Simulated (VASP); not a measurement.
Here is a VASP 6.6.1 calculation.

INCAR

```
ALGO = Normal
EDIFF = 1E-6
ENCUT = 520
GGA = PE
ISIF = 2
ISMEAR = 0
ISPIN = 2
LASPH = True
LCHARG = False
LMAXMIX = 4
LORBIT = 11
LREAL = False
LWAVE = False
MAGMOM = 4 0
NBANDS = 20
NELM = 150
PREC = Accurate
SIGMA = 0.1
```

KPOINTS

```
k-points
0
Gamma
  6 6 6
```

POSCAR

```
FePt
1.0
    2.7207451286      0.0000000000      0.0000000000
    0.0000000000      2.7207451286      0.0000000000
    0.0000000000      0.0000000000      3.7883028241
Fe Pt
1 1
Direct
    0.5000000000      0.5000000000      0.5000000000
    0.0000000000      0.0000000000      0.0000000000
```

Potentials or basis: VASP PAW PBE potentials, release 64 (Fe, Pt).

Run with:

```bash
$ cat potpaw_PBE.64/Fe/POTCAR potpaw_PBE.64/Pt/POTCAR > POTCAR
$ mpirun -np 1 vasp_std > vasp.out
```

Q: Predict the site moments.

A: Fe +2.95; Pt +0.34 μB.

Q: What does it give for the net moment?

A: 3.32 μB per cell.

Q: Predict the pressure.

A: -0.4 GPa.

Caveat: the k points lie up to 0.38 Å⁻¹ apart.
